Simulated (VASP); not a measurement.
Runs of VASP 6.6.1 on HfSc2O3. The structure is that of space group P6/mmm (No. 191), or close to it. The cells are those of the table. 

```csv
task,cell,k mesh,cutoff (eV),gap on the mesh (eV),pressure (GPa),relaxed volume (Å³/atom)
single point,"a = 5.194, b = 5.194, c = 3.115 Å, angles 90.0, 90.0, 120.0°, 6 atoms",6 × 6 × 4,520,none,0.4,-
relaxation of cell and atoms,"relaxed from a = 5.194, b = 5.194, c = 3.115 Å, angles 90.0, 90.0, 120.0°, 6 atoms",6 × 6 × 6,600,none,0.2,12.21
relaxation of cell and atoms,"relaxed from a = 4.194, b = 4.194, c = 6.415 Å, angles 90.0, 90.0, 120.0°, 6 atoms",6 × 6 × 4,600,none,0.0,(a)
single point,"a = 5.230, b = 5.230, c = 3.085 Å, angles 90.0, 90.0, 120.0°, 6 atoms",12 × 12 × 12,520,none,0.4,-
single point,"a = 4.194, b = 4.194, c = 6.415 Å, angles 90.0, 90.0, 120.0°, 6 atoms",6 × 6 × 4,520,none,9.2,-
```

Alike in all rows: level PBE; potentials or basis VASP PAW PBE potentials, release 64 (Hf_pv, Sc_sv, O); no spin polarisation; smearing gaussian 0.1 eV.

Q: Estimate the missing entries.

A: (a) 12.02.

Caveats: some runs use coarse meshes; spin-orbit coupling is left out, which moves the levels of the heavy elements; the volume moved by over 15 % at a fixed basis, so the end points are rough (some runs).

A k mesh can miss the band edges, and the runs leave out spin-orbit coupling on Hf.

A gap of «none» marks levels without a gap at the run's occupations.
